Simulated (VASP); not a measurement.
Au: single point with LDA

The system is Au.

```
Au
1.0
     0.00000    1.93967    1.93967
     1.93967    0.00000    1.93967
     1.93967    1.93967    0.00000
Au
1
Cartesian
  0.0000 0.0000 0.0000
```

This cell differs from its parent crystal: volume scaled by 0.88.

| Property | Result |
| --- | --- |
| Program | VASP 6.6.1 |
| Task | single point |
| Functional | LDA |
| Potentials or basis | VASP PAW LDA potentials, release 64 (Au) |
| Cutoff | 520 eV |
| k mesh | 18 × 18 × 18 |
| Occupations | fermi-dirac, width 0.08 eV |
| Spin | no spin polarisation |

* Pressure: 36.4 GPa

Levels at points of the mesh, in eV from the Fermi level:
| k point | band 4 | band 5 | band 6 | band 7 | band 8 | band 9 |
| --- | --- | --- | --- | --- | --- | --- |
| (0.00, 0.00, 0.00) | -5.73 | -3.72 | -3.72 | 14.04 | 18.91 | 18.91 |
| (0.50, 0.00, 0.00) | -2.14 | -2.14 | -1.84 | 3.92 | 13.54 | 18.04 |
| (0.50, 0.50, 0.00) | -1.71 | -1.71 | 0.44 | 7.07 | 10.26 | 10.26 |

Wall time 33 s on 1 thread of AMD EPYC 7R13 (shared host), peak memory 0.14 GiB.

Caveat: spin-orbit coupling is left out, which moves the levels of the heavy elements.
